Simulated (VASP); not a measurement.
Wanted: the native input for a VASP 6.6.1 run.

```yaml
Task: single point
Functional: r2SCAN50
Potentials_or_basis: VASP PAW PBE potentials, release 64 (Te, Cd)
Cutoff: 520 eV
k_mesh: 4 × 4 × 4
Occupations: fermi-dirac, width 0.05 eV
Spin: no spin polarisation
Dipole_correction: no
Grid_for_exact_exchange_PRECFOCK: Normal
Further_INCAR_settings: ALGO = Normal; EDIFF = 1e-06; NBANDS = 16
Share_of_exact_exchange: 0.5
```

Crystal: CdTe.

```
Te Cd
1.0
     0.00000    3.16168    3.16168
     3.16168    0.00000    3.16168
     3.16168    3.16168    0.00000
Te Cd
1 1
Direct
  0.75000 0.75000 0.75000
  0.00000 0.00000 0.00000
```

These files were run (other wordings do the same):

POSCAR

```
CdTe
1.0
    0.0000000000      3.1616838793      3.1616838793
    3.1616838793      0.0000000000      3.1616838793
    3.1616838793      3.1616838793      0.0000000000
Te Cd
1 1
Direct
    0.7500000000      0.7500000000      0.7500000000
    0.0000000000      0.0000000000      0.0000000000
```

INCAR.step1

```
PREC = Accurate
ENCUT = 520
EDIFF = 1E-5
ISMEAR = -1
SIGMA = 0.05
LREAL = F
LASPH = T
NELM = 100
ALGO = Normal
ISIF = 2
LWAVE = T
LCHARG = F
NBANDS = 16
GGA = PE
```

INCAR.step2

```
PREC = Accurate
ENCUT = 520
EDIFF = 1E-6
ISMEAR = -1
SIGMA = 0.05
LREAL = F
LASPH = T
NELM = 100
ALGO = Normal
ISIF = 2
LWAVE = F
LCHARG = F
METAGGA = R2SCAN
LHFCALC = T
AEXX = 0.5
LMIXTAU = T
PRECFOCK = Normal
NBANDS = 16
ISTART = 1
```

KPOINTS

```
Automatic mesh
0
Gamma
  4 4 4
```

Potentials or basis: VASP PAW PBE potentials, release 64 (Te, Cd).

Command:

```console
$ cat potpaw_PBE.64/Te/POTCAR potpaw_PBE.64/Cd/POTCAR > POTCAR
$ cp INCAR.step1 INCAR
$ mpirun -np 1 vasp_std > vasp.out
$ cp INCAR.step2 INCAR
$ mpirun -np 1 vasp_std > vasp.out
```

Results of the run:

```yaml
Pressure: 4.4 GPa
Band_gap_on_the_k_mesh: 4.11 eV
```

Caveat: the k points lie up to 0.43 Å⁻¹ apart; the PAW data sets were made with another functional, which shifts forces and pressure a little; spin-orbit coupling is left out, which moves the levels of the heavy elements.

Wall time 35 min on 1 thread of Intel Xeon 8259CL, on a shared host, peak memory 0.22 GiB.
